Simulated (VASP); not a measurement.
Si8N:

```
CELL_PARAMETERS angstrom
7.92617 0.00000 0.00000
-3.96308 6.86426 0.00000
0.00000 0.00000 2.98074
ATOMIC_POSITIONS crystal
Si 0.83498 0.16502 0.00000
Si 0.83498 0.66996 0.00000
Si 0.33004 0.16502 0.00000
Si 0.16502 0.83498 0.00000
Si 0.16502 0.33004 0.00000
Si 0.66996 0.83498 0.00000
Si 0.33333 0.66667 0.00000
Si 0.66667 0.33333 0.00000
N 0.00000 0.00000 0.50000
```

The cell was built from a structure type or drawn by symmetry, and may not be a known phase.

```yaml
Program: VASP 6.6.1
Task: relaxation of cell and atoms
Functional: PBE
Potentials_or_basis: VASP PAW PBE potentials, release 64 (Si, N)
Cutoff: 600 eV
k_mesh: 3 × 3 × 6
Occupations: gaussian, width 0.1 eV
Spin: no spin polarisation
```

At the start: pressure -0.0 GPa; volume 18.02 Å³/atom.

Question: Where does the relaxation end?

Answer: Over 9 steps the energy falls by 71.5 meV/atom and the volume is 17.17 Å³/atom (-4.7 %); space group P6/mmm (No. 191, to 0.1 Å) before and after.

The path:
```tsv
step	energy change (eV)	largest force (eV/Å)	pressure (GPa)	volume (Å³)
1	0.0000	0.3515	-0.02	162.17
2	-0.3595	0.0116	-2.14	161.95
3	-0.5105	0.3507	-2.71	161.50
4	-0.3766	0.4123	-2.22	159.86
5	-0.5417	0.4148	-2.81	161.14
6	-0.5915	0.2596	1.41	152.05
7	-0.6163	0.3023	-0.26	155.28
8	-0.6428	0.0634	0.00	154.67
9	-0.6439	0.0039	0.07	154.52
```

Final structure:
```xyz
9
Lattice="8.1777 0.0000 0.0000 -4.0889 7.0821 0.0000 0.0000 0.0000 2.6680" Properties=species:S:1:pos:R:3 pbc="T T T"
Si    6.1609    1.1644    0.0000
Si    4.0889    4.7533    0.0000
Si    2.0168    1.1644    0.0000
Si   -2.0720    5.9177    0.0000
Si    0.0000    2.3289    0.0000
Si    2.0720    5.9177    0.0000
Si    0.0000    4.7214    0.0000
Si    4.0889    2.3607    0.0000
N     0.0000    0.0000    1.3340
```

Caveat: the highest band is partly filled, so the run has too few bands.
